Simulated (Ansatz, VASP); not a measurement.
W: VASP beside Ansatz

```
W
1.0
    -1.59730    1.70208    1.70208
     1.59730   -1.49252    1.49252
     1.59730    1.49252   -1.49252
W
1
Cartesian
  0.0000 0.0000 0.0000
```

Change from the starting cell: strain +0.1312 x Voigt [0, 0, 0, 1, 0, 0], atoms carried along.

Alike in both runs: task single point; functional PBE; k mesh 20 × 20 × 20; occupations gaussian, width 0.15 eV; no spin polarisation.

```csv
,VASP,Ansatz
version,VASP 6.6.1,Ansatz 0.2.0
potentials or method,"VASP PAW PBE potentials, release 64 (W_sv), cutoff 520 eV","scalar-relativistic, plane waves, PAW"
valence electrons in the cell,14,14
```

```csv
,VASP,Ansatz,Ansatz less VASP
gap on the k mesh at the Fermi level (eV),none,none,-
pressure (GPa),1.8,1.3,-0.56
"traceless stress, the component that is largest in VASP (GPa)",-19.39,-19.14,+0.259
```

A gap of «none» marks a metal or a gap that the smearing closes. With one functional, cell and mesh, what is left measures potentials, basis and numerics.

Neither program's run includes spin-orbit coupling.
